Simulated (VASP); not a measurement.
Here is a VASP 6.6.1 calculation.

The input INCAR:

```
ALGO = Normal ; EDIFF = 1E-6
ENCUT = 520 ; GGA = PS
ISIF = 2 ; ISMEAR = 0
LASPH = T ; LCHARG = F
LREAL = F ; LWAVE = F
NBANDS = 28 ; NELM = 80
PREC = Accurate ; SIGMA = 0.05
```

The input KPOINTS:

```
k-points
0
Gamma
  8 8 8
```

File POSCAR:

```
SrTiO3
1.0
    3.7743865313      0.0000000000      0.0000000000
    0.0000000000      3.7743865313      0.0000000000
    0.0000000000      0.0000000000      3.9494869374
Sr Ti O
1 1 3
Direct
    0.0000000000      0.0000000000      0.0000000000
    0.5000000000      0.5000000000      0.5000000000
    0.0000000000      0.5000000000      0.5000000000
    0.5000000000      0.0000000000      0.5000000000
    0.5000000000      0.5000000000      0.0000000000
```

Potentials or basis: VASP PAW PBE potentials, release 64 (Sr_sv, Ti_sv, O).

Command:

```console
$ cat potpaw_PBE.64/Sr_sv/POTCAR potpaw_PBE.64/Ti_sv/POTCAR potpaw_PBE.64/O/POTCAR > POTCAR
$ mpirun -np 1 vasp_std > vasp.out
```

Q: Estimate the pressure.

A: 10.9 GPa.

Q: Predict the band gap on the k mesh.

A: 1.79 eV (least direct gap 2.17 eV).

Stress tensor (GPa, compression positive):
```
15.30  0.00  0.00
 0.00 15.30  0.00
 0.00  0.00  2.15
```

Caveat: the cell differs from its parent crystal (strain -0.030 along x and y, +0.015 along z); the cell stands under pressure; the PAW data sets were made with another functional, which shifts forces and pressure a little. A k mesh can miss the band edges.
